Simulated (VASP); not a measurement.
# ZnO (P6_3mc) in VASP: notebook

Runs on ZnO. Level: PBEsol. Tasks: single point.

All numbers are computed with VASP 6.6.1; they aren't measurements. Logs are shortened: lines on timing, memory, paths and dates and some standing lists are left out, and cuts for length are marked.

### Step 1. The cell of the first run

The structure is hexagonal, space group P6_3mc (No. 186). Conventional cell: a = 3.175 Å, b = 3.175 Å, c = 5.399 Å, α = 90.00°, β = 90.00°, γ = 120.00°. Within 2.5 Å of Zn (site symmetry 3m) lie 4 O at 1.92 to 2.13 Å. O (site symmetry 3m) has 4 Zn at 1.92 to 2.13 Å within 2.5 Å.

### Step 2. Single point, PBEsol

INCAR reads:

```
SYSTEM = ZnO
ALGO     = Normal         ! electronic algorithm
EDIFF    = 1E-7           ! SCF threshold, eV
ENCUT    = 520            ! plane-wave cutoff, eV
GGA      = PS             ! functional
ISIF     = 2              ! what is computed and relaxed
ISMEAR   = 0              ! smearing method
LASPH    = .True.         ! aspherical terms in the spheres
LCHARG   = .False.        ! write CHGCAR
LREAL    = .False.        ! projectors in reciprocal space
LWAVE    = .False.        ! write WAVECAR
NBANDS   = 26             ! bands
NELM     = 60             ! most SCF steps
PREC     = Accurate       ! precision mode
SIGMA    = 0.05           ! smearing width, eV
```

KPOINTS reads:

```
k-points
0
Gamma
  9 9 6
  0 0 0
```

POSCAR reads:

```
ZnO
1.0
    3.1754479730      0.0000000000      0.0000000000
   -1.5877239865      2.7500186130      0.0000000000
    0.0000000000      0.0000000000      5.3992141884
Zn O
2 2
Direct
    0.3333333333      0.6666666667      0.0015754469
    0.6666666667      0.3333333333      0.5015754469
    0.3333333333      0.6666666667      0.3956145713
    0.6666666667      0.3333333333      0.8956145713
```

Potentials or basis: VASP PAW PBE potentials, release 64 (Zn, O).

Launch:

```
$ cat potpaw_PBE.64/Zn/POTCAR potpaw_PBE.64/O/POTCAR > POTCAR
$ mpirun -np 1 vasp_std > vasp.out
```

OUTCAR:

```text
SYSTEM = ZnO
   EDIFF = 1E-7
   ENCUT = 520
   GGA = PS
   ISIF = 2
   ISMEAR = 0
   LASPH = .True.
   LREAL = .False.
   NELM = 60
   PREC = Accurate

 ion  position               nearest neighbor table
   1  0.333  0.667  0.002-   4 1.92   4 1.92   4 1.92   3 2.13
   2  0.667  0.333  0.502-   3 1.92   3 1.92   3 1.92   4 2.13
   3  0.333  0.667  0.396-   2 1.92   2 1.92   2 1.92   1 2.13
   4  0.667  0.333  0.896-   1 1.92   1 1.92   1 1.92   2 2.13

  LATTYP: Found a hexagonal cell.
 ALAT       =     3.1754479730
 C/A-ratio  =     1.7003000000

  Lattice vectors:

 A1 = (   3.1754479730,   0.0000000000,   0.0000000000)
 A2 = (  -1.5877239865,   2.7500186130,   0.0000000000)
 A3 = (   0.0000000000,   0.0000000000,   5.3992141884)

Analysis of symmetry for initial positions (statically):
=====================================================================
 Subroutine PRICEL returns:
 Original cell was already a primitive cell.

 Routine SETGRP: Setting up the symmetry group for a
 hexagonal supercell.

 Subroutine GETGRP returns: Found 12 space group operations
 (whereof  6 operations were pure point group operations)
 out of a pool of 24 trial point group operations.

The static configuration has the point symmetry C_3v.
 The point group associated with its full space group is C_6v.

Analysis of symmetry for dynamics (positions and initial velocities):
=====================================================================
 Subroutine PRICEL returns:
 Original cell was already a primitive cell.

 Routine SETGRP: Setting up the symmetry group for a
 hexagonal supercell.

 Subroutine GETGRP returns: Found 12 space group operations
 (whereof  6 operations were pure point group operations)
 out of a pool of 24 trial point group operations.

The dynamic configuration has the point symmetry C_3v.
 The point group associated with its full space group is C_6v.

 Subroutine INISYM returns: Found 12 space group operations
 (whereof  6 operations are pure point group operations),
 and found     1 'primitive' translations

----------------------------------------------------------------------------------------

                                     Primitive cell

  volume of cell :      47.1489

  direct lattice vectors                    reciprocal lattice vectors
     3.175447973  0.000000000  0.000000000     0.314916197  0.181816951  0.000000000
    -1.587723986  2.750018613  0.000000000     0.000000000  0.363633902  0.000000000
     0.000000000  0.000000000  5.399214188     0.000000000  0.000000000  0.185212137

  length of vectors
     3.175447973  3.175447973  5.399214188     0.363633902  0.363633902  0.185212137

  position of ions in fractional coordinates (direct lattice)
     0.333333333  0.666666667  0.001575447
     0.666666667  0.333333333  0.501575447
     0.333333333  0.666666667  0.395614571
     0.666666667  0.333333333  0.895614571

  ion indices of the primitive-cell ions
   primitive index   ion index
                 1           1
                 2           2
                 3           3
                 4           4

----------------------------------------------------------------------------------------

 KPOINTS: k-points

Automatic generation of k-mesh.
 Grid dimensions read from file:
 generate k-points for:    9    9    6

 Generating k-lattice:

  Cartesian coordinates                     Fractional coordinates (reciprocal lattice)
     0.034990689  0.020201883  0.000000000     0.111111111 -0.000000000  0.000000000
     0.000000000  0.040403767  0.000000000     0.000000000  0.111111111  0.000000000
     0.000000000  0.000000000  0.030868690     0.000000000  0.000000000  0.166666667

  Length of vectors
     0.040403767  0.040403767  0.030868690

  Shift w.r.t. Gamma in fractional coordinates (k-lattice)
     0.000000000  0.000000000  0.000000000

 Subroutine IBZKPT returns following result:
 ===========================================

 Found     48 irreducible k-points:

 Following reciprocal coordinates:
            Coordinates               Weight
  0.000000  0.000000  0.000000      1.000000
  0.111111  0.000000  0.000000      6.000000
  0.222222  0.000000  0.000000      6.000000
  0.333333  0.000000  0.000000      6.000000
  0.444444  0.000000  0.000000      6.000000
  0.111111  0.111111  0.000000      6.000000
[... 16 lines left out ...]
  0.333333  0.222222  0.166667     24.000000
  0.333333  0.333333  0.166667      4.000000
 [... further k-points ...]
   k-points           NKPTS =     48   k-points in BZ     NKDIM =     48   number of bands    NBANDS=     26
   number of dos      NEDOS =    301   number of ions     NIONS =      4
   total plane-waves  NPLWV =  23040
   dimension x,y,z NGX =    24 NGY =   24 NGZ =   40
   dimension x,y,z NGXF=    48 NGYF=   48 NGZF=   80
   ions per type =               2   2
   NGX,Y,Z   is equivalent  to a cutoff of  12.56, 12.56, 12.32 a.u.
   NGXF,Y,Z  is equivalent  to a cutoff of  25.13, 25.13, 24.63 a.u.
 SYSTEM =  ZnO
   PREC   = accura    normal or accurate (medium, high low for compatibility)
   ISTART =      0    job   : 0-new  1-cont  2-samecut
   ICHARG =      2    charge: 1-file 2-atom 10-const
   ISPIN  =      1    spin polarized calculation?
   LNONCOLLINEAR =      F non collinear calculations
   LSORBIT =      F    spin-orbit coupling
   LASPH  =      T    aspherical Exc in radial PAW
   ENCUT  =  520.0 eV  38.22 Ry    6.18 a.u.   5.90  5.90 10.04*2*pi/ulx,y,z
   NELM   =     60;   NELMIN=  2; NELMDL= -5     # of ELM steps
   EDIFF  = 0.1E-06   stopping-criterion for ELM
   LREAL  =      F    real-space projection
   EDIFFG = 0.1E-05   stopping-criterion for IOM
   NSW    =      0    number of steps for IOM
   IBRION =     -1    ionic relax: 0-MD 1-quasi-New 2-CG
   NFREE  =      0    steps in history (QN), initial steepest desc. (CG)
   ISIF   =      2    stress and relaxation
   ISYM   =      2    0-nonsym 1-usesym 2-fastsym
   POTIM  = 0.5000    time-step for ionic-motion
   TEBEG  =    0.0;   TEEND  =   0.0 temperature during run
   PSTRESS=    0.0 pullay stress
   NELECT =      36.0000    total number of electrons
   NUPDOWN=      -1.0000    fix difference up-down
   EMIN   =  10.00;   EMAX   =-10.00  energy-range for DOS
   EFERMI =   0.00;   METHOD = LEGACY
   ISMEAR =     0;   SIGMA  =   0.05  broadening in eV -4-tet -1-fermi 0-gaus
   EFERMI_NEDOS =   21; number of points for ismear=-14 and -15
   IALGO  =     38    algorithm
   IMIX   =      4    mixing-type and parameters
     AMIX     =   0.40;   BMIX     =  1.00
     AMIX_MAG =   1.60;   BMIX_MAG =  1.00
  volume/ion in A,a.u.               =      11.79        79.54
  Fermi-wavevector in a.u.,A,eV,Ry     =   1.496300  2.827597 30.462260  2.238913
  Thomas-Fermi vector in A             =   2.608334
   LORBIT       =      0    0 simple, 1 ext, 2 COOP (PROOUT), +10 PAW based schemes
   GGA     = PS    functional components
   LHFCALC =     F    Hartree Fock is set to
   AEXX    =    0.0000 exact exchange contribution
   IVDW    =     0    specifies the selected vdW correction
   LEPSILON=     F    determine dielectric tensor
   LRPA    =     F    only Hartree local field effects (RPA)
 non-spin polarized calculation
 Gauss-broadening in eV      SIGMA  =   0.05
  energy-cutoff  :      520.00
  volume of cell :       47.15
 maximum number of plane-waves:      1290
 NGX is ok and might be reduce to    24
   NGX = 11   NGY = 11   NGZ = 21

 number of electron      35.9999978 magnetization

 Free energy of the ion-electron system (eV)
  ---------------------------------------------------
  ext. energy  EPLUGINS =         0.00000000
  ---------------------------------------------------
  free energy    TOTEN  =       -19.26135415 eV

  energy without entropy =      -19.26135415  energy(sigma->0) =      -19.26135415

 E-fermi :   1.4963     XC(G=0): -11.2293

 val. band max:        1.2470451640   @ k =   0.0000   0.0000   0.0000
 cond. band min:       1.8749775662   @ k =   0.0000   0.0000   0.0000
 fundamental gap:      0.6279324022
 Fermi energy:         1.4962838287

 k-point     1 :       0.0000    0.0000    0.0000
  band No.  band energies     occupation
      1     -17.0333      2.00000
      2     -16.3848      2.00000
      3      -4.7784      2.00000
      4      -4.7784      2.00000
      5      -4.6664      2.00000
      6      -4.6627      2.00000
[... 18 lines left out ...]
     25      15.5872      0.00000
     26      15.5872      0.00000

 k-point     2 :       0.1111    0.0000    0.0000
  band No.  band energies     occupation
      1     -16.9576      2.00000
      2     -16.3427      2.00000
      3      -4.8593      2.00000
      4      -4.7247      2.00000
      5      -4.6840      2.00000
      6      -4.5991      2.00000
[... 18 lines left out ...]
     25      14.7808      0.00000
     26      15.7861      0.00000

 k-point     3 :       0.2222    0.0000    0.0000
  band No.  band energies     occupation
      1     -16.7570      2.00000
      2     -16.2396      2.00000
      3      -5.0235      2.00000
      4      -4.7185      2.00000
      5      -4.5901      2.00000
      6      -4.4256      2.00000
[... 18 lines left out ...]
     25      14.8784      0.00000
     26      15.8140      0.00000

 k-point     4 :       0.3333    0.0000    0.0000
  band No.  band energies     occupation
      1     -16.5051      2.00000
      2     -16.1341      2.00000
      3      -5.1074      2.00000
      4      -4.7701      2.00000
      5      -4.4504      2.00000
      6      -4.1973      2.00000
[... 18 lines left out ...]
     25      15.0192      0.00000
     26      15.6239      0.00000
[... 496 lines left out ...]
      1     -16.3654      2.00000
      2     -16.1150      2.00000
      3      -4.8949      2.00000
      4      -4.7562      2.00000
      5      -4.3738      2.00000
      6      -4.3491      2.00000
[... 18 lines left out ...]
     25      12.9371      0.00000
     26      16.3373      0.00000

 k-point    23 :       0.3333    0.2222    0.1667
  band No.  band energies     occupation
      1     -16.2093      2.00000
      2     -16.0867      2.00000
      3      -4.7515      2.00000
      4      -4.5896      2.00000
      5      -4.3685      2.00000
      6      -4.1713      2.00000
[... 18 lines left out ...]
     25      13.7153      0.00000
     26      15.4256      0.00000

 k-point    24 :       0.3333    0.3333    0.1667
  band No.  band energies     occupation
      1     -16.1165      2.00000
      2     -16.1165      2.00000
      3      -4.6543      2.00000
      4      -4.3187      2.00000
      5      -4.3187      2.00000
      6      -4.2434      2.00000
[... 18 lines left out ...]
     25      14.3592      0.00000
     26      15.6651      0.00000

 [... further k-points ...]

------------------------ aborting loop because EDIFF is reached ----------------------------------------

  FORCE on cell =-STRESS in cart. coord.  units (eV):
  Direction    XX          YY          ZZ          XY          YZ          ZX
  --------------------------------------------------------------------------------------
  -------------------------------------------------------------------------------------
  Total        2.5474423      2.5474423     -2.1932466      0.0000000      0.0000000      0.0000000
  in kB       86.5652816     86.5652816    -74.5292671      0.0000000      0.0000000      0.0000000
  external PRESSURE =      32.8670987 kB  Pullay stress =       0.0000000 kB

 VOLUME and BASIS-vectors are now :
 -----------------------------------------------------------------------------
  energy-cutoff  :      520.00
  volume of cell :       47.15
      direct lattice vectors                 reciprocal lattice vectors
     3.175447973  0.000000000  0.000000000     0.314916197  0.181816951  0.000000000
    -1.587723986  2.750018613  0.000000000     0.000000000  0.363633902  0.000000000
     0.000000000  0.000000000  5.399214188     0.000000000  0.000000000  0.185212137

 POSITION                                       TOTAL-FORCE (eV/Angst)
 -----------------------------------------------------------------------------------
     -0.00000      1.83335      0.00851        -0.000000      0.000000      0.669993
      1.58772      0.91667      2.70811         0.000000      0.000000      0.669993
     -0.00000      1.83335      2.13601         0.000000     -0.000000     -0.669993
      1.58772      0.91667      4.83561        -0.000000      0.000000     -0.669993
 -----------------------------------------------------------------------------------
    total drift:                               -0.000000     -0.000000     -0.000338

  FREE ENERGIE OF THE ION-ELECTRON SYSTEM (eV)
  ---------------------------------------------------
  free  energy   TOTEN  =       -19.2613541530 eV

  energy  without entropy=      -19.2613541530  energy(sigma->0) =      -19.26135415
```

Run time: 99 s. Hardware: 1 thread of AMD EPYC 7R13, shared host; peak memory 0.16 GiB.

Results:

```yaml
Free_energy: -19.2614 eV
Pressure: 3.3 GPa
Largest_force: 0.670 eV/Å
Band_gap_on_the_k_mesh: 0.63 eV
```

Forces on the atoms (eV/Å):
```
Zn   0.000  0.000  0.670
Zn   0.000  0.000  0.670
O    0.000  0.000 -0.670
O    0.000  0.000 -0.670
```

Stress tensor (GPa, compression positive):
```
 8.66  0.00  0.00
 0.00  8.66  0.00
 0.00  0.00 -7.45
```

Levels at points of the mesh, in eV from the valence-band top:
| k point | band 16 | band 17 | band 18 | band 19 | band 20 | band 21 |
| --- | --- | --- | --- | --- | --- | --- |
| (0.00, 0.00, 0.00) | -0.41 | 0.00 | 0.00 | 0.63 | 5.14 | 7.51 |
| (0.00, 0.00, 0.50) | -0.29 | -0.29 | -0.29 | 3.23 | 3.23 | 9.41 |

Caveat: the cell stands under pressure; the PAW data sets were made with another functional, which shifts forces and pressure a little.

### Step 3. Single point, PBEsol

INCAR reads:

```
SYSTEM = ZnO
PREC = Accurate ; ENCUT = 520
EDIFF = 1E-7 ; ISMEAR = 0
SIGMA = 0.05 ; LREAL = .FALSE.
LASPH = .TRUE. ; NELM = 80
ALGO = Normal ; ISIF = 2
LWAVE = .FALSE. ; LCHARG = .FALSE.
GGA = PS ; NBANDS = 26
```

KPOINTS reads:

```
Automatic mesh
0
G
  9 9 6
  0 0 0
```

POSCAR reads:

```
ZnO
1.0
    3.1491219313      0.0000000000      0.0000000000
   -1.5745609656      2.7272195921      0.0000000000
    0.0000000000      0.0000000000      5.4898642628
Zn O
2 2
Direct
    0.3333333333      0.6666666667      0.0015754469
    0.6666666667      0.3333333333      0.5015754469
    0.3333333333      0.6666666667      0.3503636909
    0.6666666667      0.3333333333      0.8503636909
```

Potentials or basis: VASP PAW PBE potentials, release 64 (Zn, O).

Launch:

```
$ cat potpaw_PBE.64/Zn/POTCAR potpaw_PBE.64/O/POTCAR > POTCAR
$ mpirun -np 1 vasp_std > vasp.out
```

OUTCAR:

```text
SYSTEM = ZnO
   PREC = Accurate
   ENCUT = 520
   EDIFF = 1E-7
   ISMEAR = 0
   LREAL = .FALSE.
   LASPH = .TRUE.
   NELM = 80
   ISIF = 2
   GGA = PS

 ion  position               nearest neighbor table
   1  0.333  0.667  0.002-   3 1.91   4 2.00   4 2.00   4 2.00
   2  0.667  0.333  0.502-   4 1.91   3 2.00   3 2.00   3 2.00
   3  0.333  0.667  0.350-   1 1.91   2 2.00   2 2.00   2 2.00
   4  0.667  0.333  0.850-   2 1.91   1 2.00   1 2.00   1 2.00

  LATTYP: Found a hexagonal cell.
 ALAT       =     3.1491219313
 C/A-ratio  =     1.7433000000
[... 896 lines left out ...]
  Direction    XX          YY          ZZ          XY          YZ          ZX
  --------------------------------------------------------------------------------------
  -------------------------------------------------------------------------------------
  Total        0.2480213      0.2480213     -0.6417928      0.0000000      0.0000000      0.0000000
  in kB        8.4280757      8.4280757    -21.8089239      0.0000000      0.0000000      0.0000000
  external PRESSURE =      -1.6509242 kB  Pullay stress =       0.0000000 kB

 VOLUME and BASIS-vectors are now :
 -----------------------------------------------------------------------------
  energy-cutoff  :      520.00
  volume of cell :       47.15
      direct lattice vectors                 reciprocal lattice vectors
     3.149121931  0.000000000  0.000000000     0.317548835  0.183336905  0.000000000
    -1.574560966  2.727219592  0.000000000     0.000000000  0.366673811  0.000000000
     0.000000000  0.000000000  5.489864263     0.000000000  0.000000000  0.182153866

 POSITION                                       TOTAL-FORCE (eV/Angst)
 -----------------------------------------------------------------------------------
     -0.00000      1.81815      0.00865        -0.000000      0.000000     -0.562112
      1.57456      0.90907      2.75358         0.000000     -0.000000     -0.562112
     -0.00000      1.81815      1.92345        -0.000000     -0.000000      0.562112
      1.57456      0.90907      4.66838         0.000000      0.000000      0.562112
 -----------------------------------------------------------------------------------
    total drift:                                0.000000      0.000001     -0.000947

  FREE ENERGIE OF THE ION-ELECTRON SYSTEM (eV)
  ---------------------------------------------------
  free  energy   TOTEN  =       -19.3091575612 eV

  energy  without entropy=      -19.3091575612  energy(sigma->0) =      -19.30915756
```

OSZICAR:

```text
N       E                     dE             d eps       ncg     rms          rms(c)
DAV:   1     0.291555910078E+03    0.29156E+03   -0.18206E+04  2536   0.203E+03
DAV:   2     0.975477037857E+01   -0.28180E+03   -0.26360E+03  2648   0.410E+02
DAV:   3    -0.215345390106E+02   -0.31289E+02   -0.30789E+02  2786   0.139E+02
DAV:   4    -0.221482794483E+02   -0.61374E+00   -0.61246E+00  2804   0.199E+01
DAV:   5    -0.221513101095E+02   -0.30307E-02   -0.30304E-02  2864   0.145E+00    0.141E+01
DAV:   6    -0.191868089227E+02    0.29645E+01   -0.56822E+00  3998   0.620E+01    0.912E+00
DAV:   7    -0.193622771726E+02   -0.17547E+00   -0.26564E+00  2606   0.160E+01    0.543E+00
DAV:   8    -0.193578476251E+02    0.44295E-02   -0.52730E-01  3450   0.690E+00    0.168E+00
DAV:   9    -0.193075941500E+02    0.50253E-01   -0.92685E-02  3694   0.606E+00    0.373E-01
DAV:  10    -0.193091157587E+02   -0.15216E-02   -0.36066E-02  2548   0.131E+00    0.994E-02
DAV:  11    -0.193091407683E+02   -0.25010E-04   -0.52425E-04  2756   0.190E-01    0.229E-02
DAV:  12    -0.193091601004E+02   -0.19332E-04   -0.42474E-05  2630   0.115E-01    0.182E-02
DAV:  13    -0.193091605310E+02   -0.43058E-06   -0.50947E-06  2934   0.565E-02    0.147E-02
DAV:  14    -0.193091576507E+02    0.28803E-05   -0.56282E-06  3686   0.294E-02    0.267E-03
DAV:  15    -0.193091575612E+02    0.89421E-07   -0.97915E-07  2566   0.748E-03
   1 F= -.19309158E+02 E0= -.19309158E+02  d E =-.223676E-16
```

Wall time 97 s (1 thread of AMD EPYC 7R13, shared host); peak memory 0.16 GiB.

Results:

```
Free energy            : -19.3092 eV
Pressure               : -0.2 GPa
Largest force          : 0.562 eV/Å
Band gap on the k mesh : 0.60 eV
```

Forces on the atoms (eV/Å):
```
Zn   0.000  0.000 -0.562
Zn   0.000  0.000 -0.562
O    0.000  0.000  0.562
O    0.000  0.000  0.562
```

Caveat: the PAW data sets were made with another functional, which shifts forces and pressure a little.

(Continued in part 2 of 2.)
